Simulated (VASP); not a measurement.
# Be (P2_1/m) in VASP: a series of runs

The runs below take Be through single point, with PBE+D3(BJ).

Everything below comes from runs of VASP 6.6.1. Logs are shortened: lines on timing, memory, paths and dates and some standing lists are left out, and cuts for length are marked.

## 1. The cell of the first run

Symmetry: P2_1/m, No. 11, monoclinic system. The conventional cell has a = 2.270 Å, b = 3.588 Å, c = 2.270 Å, α = 90.00°, β = 120.00°, γ = 90.00°. Within 2.8 Å of Be (site symmetry m) lie 12 Be at 2.15 to 2.30 Å.

## 2. Single point, PBE+D3(BJ) (atoms displaced along a vibrational mode, the cell strained)

Contents of INCAR:

```
ALGO = Fast
EDIFF = 1E-6
ENCUT = 520
GGA = PE
ISIF = 2
ISMEAR = 0
IVDW = 12
LASPH = T
LCHARG = F
LREAL = F
LWAVE = F
NBANDS = 9
NELM = 100
PREC = Accurate
SIGMA = 0.15
```

Contents of KPOINTS:

```
k-points
0
Gamma
  24 24 12
```

Contents of POSCAR:

```
Be
1.0
    2.2695515441      0.0000000000      0.0000000000
   -1.1347757721      1.9654892924      0.0000000000
    0.0000000000      0.0000000000      3.5876080252
Be
2
Direct
    0.3019449737      0.6666666667      0.2500000000
    0.6980550263      0.3333333333      0.7500000000
```

Potentials or basis: VASP PAW PBE potentials, release 64 (Be).

The run is started by

```bash
$ cat potpaw_PBE.64/Be/POTCAR > POTCAR
$ mpirun -np 1 vasp_std > vasp.out
```

OUTCAR:

```text
EDIFF = 1E-6
   ENCUT = 520
   GGA = PE
   ISIF = 2
   ISMEAR = 0
   IVDW = 12
   LASPH = T
   LREAL = F
   NELM = 100
   PREC = Accurate
 IVDW          = 12

 ion  position               nearest neighbor table
   1  0.302  0.667  0.250-   2 2.15   2 2.15   2 2.23   2 2.23   2 2.30   2 2.30
   2  0.698  0.333  0.750-   1 2.15   1 2.15   1 2.23   1 2.23   1 2.30   1 2.30

  LATTYP: Found a hexagonal cell.
 ALAT       =     2.2695515441
 C/A-ratio  =     1.5807563545

  Lattice vectors:

 A1 = (   2.2695515441,   0.0000000000,   0.0000000000)
 A2 = (  -1.1347757721,   1.9654892924,   0.0000000000)
 A3 = (   0.0000000000,   0.0000000000,   3.5876080252)

Analysis of symmetry for initial positions (statically):
=====================================================================
 Subroutine PRICEL returns:
 Original cell was already a primitive cell.

 Routine SETGRP: Setting up the symmetry group for a
 hexagonal supercell.

 Subroutine GETGRP returns: Found  4 space group operations
 (whereof  2 operations were pure point group operations)
 out of a pool of 24 trial point group operations.

The static configuration has the point symmetry S_2 .
 The point group associated with its full space group is C_2h.

Analysis of symmetry for dynamics (positions and initial velocities):
=====================================================================
 Subroutine PRICEL returns:
 Original cell was already a primitive cell.

 Routine SETGRP: Setting up the symmetry group for a
 hexagonal supercell.

 Subroutine GETGRP returns: Found  4 space group operations
 (whereof  2 operations were pure point group operations)
 out of a pool of 24 trial point group operations.

The dynamic configuration has the point symmetry S_2 .
 The point group associated with its full space group is C_2h.

 Subroutine INISYM returns: Found  4 space group operations
 (whereof  2 operations are pure point group operations),
 and found     1 'primitive' translations

----------------------------------------------------------------------------------------

                                     Primitive cell

  volume of cell :      16.0035

  direct lattice vectors                    reciprocal lattice vectors
     2.269551544  0.000000000  0.000000000     0.440615681  0.254389582  0.000000000
    -1.134775772  1.965489292  0.000000000     0.000000000  0.508779164  0.000000000
[... 91 lines left out ...]
   ISIF   =      2    stress and relaxation
   ISYM   =      2    0-nonsym 1-usesym 2-fastsym
   POTIM  = 0.5000    time-step for ionic-motion
   TEBEG  =    0.0;   TEEND  =   0.0 temperature during run
   PSTRESS=    0.0 pullay stress
   NELECT =       4.0000    total number of electrons
   NUPDOWN=      -1.0000    fix difference up-down
   EMIN   =  10.00;   EMAX   =-10.00  energy-range for DOS
   EFERMI =   0.00;   METHOD = LEGACY
   ISMEAR =     0;   SIGMA  =   0.15  broadening in eV -4-tet -1-fermi 0-gaus
   EFERMI_NEDOS =   21; number of points for ismear=-14 and -15
   IALGO  =     68    algorithm
   IMIX   =      4    mixing-type and parameters
     AMIX     =   0.40;   BMIX     =  1.00
     AMIX_MAG =   1.60;   BMIX_MAG =  1.00
  volume/ion in A,a.u.               =       8.00        54.00
  Fermi-wavevector in a.u.,A,eV,Ry     =   1.031232  1.948745 14.468964  1.063439
  Thomas-Fermi vector in A             =   2.165370
   LORBIT       =      0    0 simple, 1 ext, 2 COOP (PROOUT), +10 PAW based schemes
   GGA     = PE    functional components
   LHFCALC =     F    Hartree Fock is set to
   AEXX    =    0.0000 exact exchange contribution
   IVDW    =    12    specifies the selected vdW correction
   LEPSILON=     F    determine dielectric tensor
   LRPA    =     F    only Hartree local field effects (RPA)
 non-spin polarized calculation
 RMM-DIIS sequential band-by-band and
 Gauss-broadening in eV      SIGMA  =   0.15
  energy-cutoff  :      520.00
  volume of cell :       16.00
 maximum number of plane-waves:       446
 NGX is ok and might be reduce to    18
   NGX =  9   NGY =  9   NGZ = 13

 number of electron       4.0000000 magnetization

 Free energy of the ion-electron system (eV)
  ---------------------------------------------------
  ext. energy  EPLUGINS =         0.00000000
  ---------------------------------------------------
  free energy    TOTEN  =        -7.49742219 eV

  energy without entropy =       -7.49540263  energy(sigma->0) =       -7.49641241

 E-fermi :   6.9564     XC(G=0): -10.5660

 val. band max:        6.9538859337   @ k =   0.3333   0.2917   0.0000
 cond. band min:       6.9596790717   @ k =  -0.3750  -0.2917  -0.3333
 fundamental gap:      0.0057931381
 Fermi energy:         6.9564008162

 k-point     1 :       0.0000    0.0000    0.0000
  band No.  band energies     occupation
      1      -4.3576      2.00000
      2       2.4835      2.00000
      3       7.9350      0.00000
      4      22.4635      0.00000
      5      23.3819      0.00000
      6      24.9313      0.00000
      7      26.3336      0.00000
      8      27.6022      0.00000
      9      33.7707      0.00000
[... 265 lines left out ...]
 k-point    24 :       0.0000    0.3333    0.0000
  band No.  band energies     occupation
      1      -1.1740      2.00000
      2       6.5908      1.99943
      3       7.3885      0.00005
      4      13.1535      0.00000
      5      17.4061      0.00000
      6      19.0318      0.00000
      7      20.3910      0.00000
      8      23.5176      0.00000
      9      27.5670      0.00000

 [... further k-points ...]

------------------------ aborting loop because EDIFF is reached ----------------------------------------

 Edisp (eV)   -0.70135

 E8    (eV) :    -0.2428

  FORCE on cell =-STRESS in cart. coord.  units (eV):
  Direction    XX          YY          ZZ          XY          YZ          ZX
  --------------------------------------------------------------------------------------
  -------------------------------------------------------------------------------------
  Total      -0.83114    -0.78353    -0.84922     0.34275     0.00000     0.00000
  in kB     -83.20902   -78.44271   -85.01867    34.31439     0.00000     0.00000
  external pressure =      -82.22 kB  Pullay stress =        0.00 kB

 VOLUME and BASIS-vectors are now :
 -----------------------------------------------------------------------------
  energy-cutoff  :      520.00
  volume of cell :       16.00
      direct lattice vectors                 reciprocal lattice vectors
     2.269551544  0.000000000  0.000000000     0.440615681  0.254389582  0.000000000
    -1.134775772  1.965489292  0.000000000     0.000000000  0.508779164  0.000000000
     0.000000000  0.000000000  3.587608025     0.000000000  0.000000000  0.278737251

 POSITION                                       TOTAL-FORCE (eV/Angst)
 -----------------------------------------------------------------------------------
     -0.07124      1.31033      0.89690         0.483631      0.079121     -0.000000
      1.20601      0.65516      2.69071        -0.483631     -0.079121      0.000000
 -----------------------------------------------------------------------------------
    total drift:                               -0.000000     -0.000000      0.000000

  FREE ENERGIE OF THE ION-ELECTRON SYSTEM (eV)
  ---------------------------------------------------
  free  energy   TOTEN  =        -8.1987696283 eV

  energy  without entropy=       -8.1967500669  energy(sigma->0) =       -8.19775985
```

OSZICAR:

```text
N       E                     dE             d eps       ncg     rms          rms(c)
DAV:   1    -0.285748844257E+01   -0.28575E+01   -0.17715E+03 36788   0.364E+02
DAV:   2    -0.750466481815E+01   -0.46472E+01   -0.45274E+01 54982   0.538E+01
DAV:   3    -0.755989513588E+01   -0.55230E-01   -0.54790E-01 41314   0.385E+00
DAV:   4    -0.755998244559E+01   -0.87310E-04   -0.87305E-04 45204   0.159E-01
DAV:   5    -0.755998249446E+01   -0.48872E-07   -0.49320E-07 40573   0.369E-03    0.120E+00
RMM:   6    -0.751534321241E+01    0.44639E-01   -0.49348E-03 37243   0.739E-01    0.739E-01
RMM:   7    -0.749741745877E+01    0.17926E-01   -0.62321E-03 38003   0.737E-01    0.263E-02
RMM:   8    -0.749742173766E+01   -0.42789E-05   -0.34827E-04 41089   0.174E-01    0.106E-02
RMM:   9    -0.749742547044E+01   -0.37328E-05   -0.13384E-05 43272   0.239E-02    0.298E-03
RMM:  10    -0.749742288175E+01    0.25887E-05   -0.99179E-07 39819   0.663E-03    0.174E-03
RMM:  11    -0.749742219341E+01    0.68833E-06   -0.46877E-08 35317   0.174E-03
   1 F= -.81987696E+01 E0= -.81977598E+01  d E =-.201956E-02
```

stdout:

```text
POSCAR found type information on POSCAR Be
 POSCAR found :  1 types and       2 ions
 scaLAPACK will be used
 LDA part: xc-table for (Slater+PW92), standard interpolation
 POSCAR, INCAR and KPOINTS ok, starting setup
 FFT: planning ... GRIDC
 FFT: planning ... GRID_SOFT
 FFT: planning ... GRID
 WAVECAR not read
 entering main loop
```

Run time: 1.8 min. Hardware: 1 thread of Oxide Virtual Turin-like, shared host; peak memory 0.31 GiB.

Results:

* Free energy: -8.1988 eV
* Pressure: -8.2 GPa
* Largest force: 0.490 eV/Å
* Band gap on the k mesh: zero (bands 2 and 3 overlap by 2.11 eV)
* Dispersion energy per atom: -0.351 eV

Forces in eV/Å, atoms in the order of the input:
```
Be   0.484  0.079  0.000
Be  -0.484 -0.079  0.000
```

Stress tensor (GPa, compression positive):
```
-8.32  3.43  0.00
 3.43 -7.84  0.00
 0.00  0.00 -8.50
```

Caveat: the cell differs from its parent crystal (atoms displaced along a vibrational mode, the cell strained); the cell stands under tension.

## 3. Single point, PBE+D3(BJ) (atoms displaced along a vibrational mode, the cell strained)

Contents of INCAR:

```
SYSTEM = Be
PREC     = Accurate       ! precision mode
ENCUT    = 520            ! plane-wave cutoff, eV
EDIFF    = 1E-6           ! SCF threshold, eV
ISMEAR   = 0              ! smearing method
SIGMA    = 0.15           ! smearing width, eV
LREAL    = .FALSE.        ! projectors in reciprocal space
LASPH    = .TRUE.         ! aspherical terms in the spheres
NELM     = 80             ! most SCF steps
ALGO     = Fast           ! electronic algorithm
ISIF     = 2              ! what is computed and relaxed
LWAVE    = .FALSE.        ! write WAVECAR
LCHARG   = .TRUE.         ! write CHGCAR
GGA      = PE             ! functional
IVDW     = 12             ! dispersion correction
LELF     = .TRUE.         ! ELF
LVHAR    = .TRUE.       
NBANDS   = 9              ! bands
```

Contents of KPOINTS:

```
Automatic mesh
0
G
  24 24 12
  0 0 0
```

Contents of POSCAR:

```
Be
1.0
    2.2695515441      0.0000000000      0.0000000000
   -1.1347757721      1.9654892924      0.0000000000
    0.0000000000      0.0000000000      3.5876080252
Be
2
Direct
    0.2705566141      0.6666666667      0.2500000000
    0.7294433859      0.3333333333      0.7500000000
```

Potentials or basis: VASP PAW PBE potentials, release 64 (Be).

The run is started by

```bash
$ cat potpaw_PBE.64/Be/POTCAR > POTCAR
$ mpirun -np 1 vasp_std > vasp.out
```

Run time: 1.8 min. Hardware: 1 thread of Oxide Virtual Turin-like, shared host; peak memory 0.32 GiB.

Results (log left out):

```
Free energy                : -8.0982 eV
Pressure                   : -7.1 GPa
Largest force              : 0.964 eV/Å
Band gap on the k mesh     : zero (bands 2 and 3 overlap by 2.03 eV)
Dispersion energy per atom : -0.351 eV
```

Forces in eV/Å, atoms in the order of the input:
```
Be   0.914  0.305  0.000
Be  -0.914 -0.305  0.000
```

Stress tensor (GPa, compression positive):
```
-9.27  6.06  0.00
 6.06 -7.52  0.00
 0.00  0.00 -4.59
```

Levels at points of the mesh, in eV from the Fermi level:
```csv
k point,band 1,band 2,band 3,band 4,band 5,band 6
"(0.00, 0.00, 0.00)",-11.38,-4.57,0.92,15.22,17.00,17.24
"(0.50, 0.00, 0.00)",-4.52,-4.03,4.56,4.89,8.14,8.82
"(0.00, 0.50, 0.00)",-5.05,-3.21,3.38,6.39,6.51,9.83
"(0.50, 0.50, 0.00)",-5.40,-2.28,2.66,4.97,7.70,9.36
"(0.00, 0.00, 0.50)",-9.24,-9.24,10.33,10.33,17.27,17.27
"(0.50, 0.00, 0.50)",-3.89,-3.89,1.91,1.91,11.78,11.78
"(0.00, 0.50, 0.50)",-3.69,-3.69,1.46,1.46,11.63,11.63
"(0.50, 0.50, 0.50)",-3.32,-3.32,0.70,0.70,11.77,11.77
```

Caveat: the cell differs from its parent crystal (atoms displaced along a vibrational mode, the cell strained); the cell stands under tension.

## 4. Single point, PBE+D3(BJ) (atoms displaced along a vibrational mode)

Contents of INCAR:

```
SYSTEM = Be
  PREC = Accurate
  ENCUT = 520
  EDIFF = 1E-7
  ISMEAR = 0
  SIGMA = 0.15
  LREAL = .FALSE.
  LASPH = .TRUE.
  NELM = 60
  ALGO = Fast
  ISIF = 2
  LWAVE = .FALSE.
  LCHARG = .FALSE.
  GGA = PE
  IVDW = 12
  NBANDS = 9
```

Contents of KPOINTS:

```
regular mesh
0
G
  24 24 12
  0 0 0
```

Contents of POSCAR:

```
Be
1.0
    2.2141966284      0.0000000000      0.0000000000
   -1.1070983142      1.9175505292      0.0000000000
    0.0000000000      0.0000000000      3.5001053904
Be
2
Direct
    0.2705566141      0.6666666667      0.2500000000
    0.7294433859      0.3333333333      0.7500000000
```

The run is started by

```bash
$ cat potpaw_PBE.64/Be/POTCAR > POTCAR
$ mpirun -np 1 vasp_std > vasp.out
```

Run time: 2.7 min. Hardware: 1 thread of Oxide Virtual Turin-like, shared host; peak memory 0.3 GiB.

It converged, with:

```yaml
Free_energy: -8.1189 eV
Pressure: 1.8 GPa
Largest_force: 1.068 eV/Å
Band_gap_on_the_k_mesh: zero (bands 2 and 3 overlap by 2.11 eV)
Dispersion_energy_per_atom: -0.379 eV
```

Forces in eV/Å, atoms in the order of the input:
```
Be   1.013  0.337  0.000
Be  -1.013 -0.337  0.000
```

Stress tensor (GPa, compression positive):
```
-1.37  7.88  0.00
 7.88  0.95  0.00
 0.00  0.00  5.82
```

Levels at points of the mesh, in eV from the Fermi level:
| k point | band 1 | band 2 | band 3 | band 4 | band 5 | band 6 | band 7 |
| --- | --- | --- | --- | --- | --- | --- | --- |
| (0.00, 0.00, 0.00) | -11.79 | -4.84 | 1.18 | 16.14 | 18.01 | 18.26 | 20.98 |
| (0.50, 0.00, 0.00) | -4.74 | -4.20 | 4.77 | 5.12 | 8.76 | 9.42 | 10.04 |
| (0.00, 0.50, 0.00) | -5.33 | -3.28 | 3.56 | 6.66 | 7.01 | 10.41 | 10.48 |
| (0.50, 0.50, 0.00) | -5.72 | -2.24 | 2.81 | 5.33 | 7.99 | 9.90 | 11.18 |
| (0.00, 0.00, 0.50) | -9.59 | -9.59 | 10.95 | 10.95 | 18.31 | 18.31 | 18.63 |
| (0.50, 0.00, 0.50) | -4.12 | -4.12 | 2.19 | 2.19 | 12.46 | 12.46 | 15.14 |
| (0.00, 0.50, 0.50) | -3.92 | -3.92 | 1.70 | 1.70 | 12.31 | 12.31 | 16.41 |
| (0.50, 0.50, 0.50) | -3.52 | -3.52 | 0.89 | 0.89 | 12.45 | 12.45 | 17.60 |

Caveat: the cell differs from its parent crystal (atoms displaced along a vibrational mode); the stress differs along the axes, from -1 to 6 GPa; forces of over 1 eV/Å act on the atoms, so gaps and moduli don't describe the material at rest.

## 5. The runs side by side

| cell | further INCAR settings | gap on the mesh (eV) | pressure (GPa) | largest force (eV/Å) |
| --- | --- | --- | --- | --- |
| a = 2.270, b = 2.270, c = 3.588 Å, angles 90.0, 90.0, 120.0°, 2 atoms, atomic positions A | ALGO = Fast; EDIFF = 1e-06; NBANDS = 9 | none | -8.2 | 0.49 |
| a = 2.270, b = 2.270, c = 3.588 Å, angles 90.0, 90.0, 120.0°, 2 atoms, atomic positions B | ALGO = Fast; EDIFF = 1e-06; NBANDS = 9 | none | -7.1 | 0.96 |
| a = 2.214, b = 2.214, c = 3.500 Å, angles 90.0, 90.0, 120.0°, 2 atoms, atomic positions B | ALGO = Fast; EDIFF = 1e-07; NBANDS = 9 | none | 1.8 | 1.07 |

Alike in all rows: task single point; level PBE+D3(BJ); potentials or basis VASP PAW PBE potentials, release 64 (Be); no spin polarisation; k mesh 24 × 24 × 12; cutoff (eV) 520; smearing gaussian 0.15 eV.

Caveats: the cell stands under tension (at least some runs); the stress differs along the axes, from -1 to 6 GPa (at least some runs); forces of over 1 eV/Å act on the atoms, so gaps and moduli don't describe the material at rest (at least some runs).

Absolute energies hang on the potentials; compare differences alone.
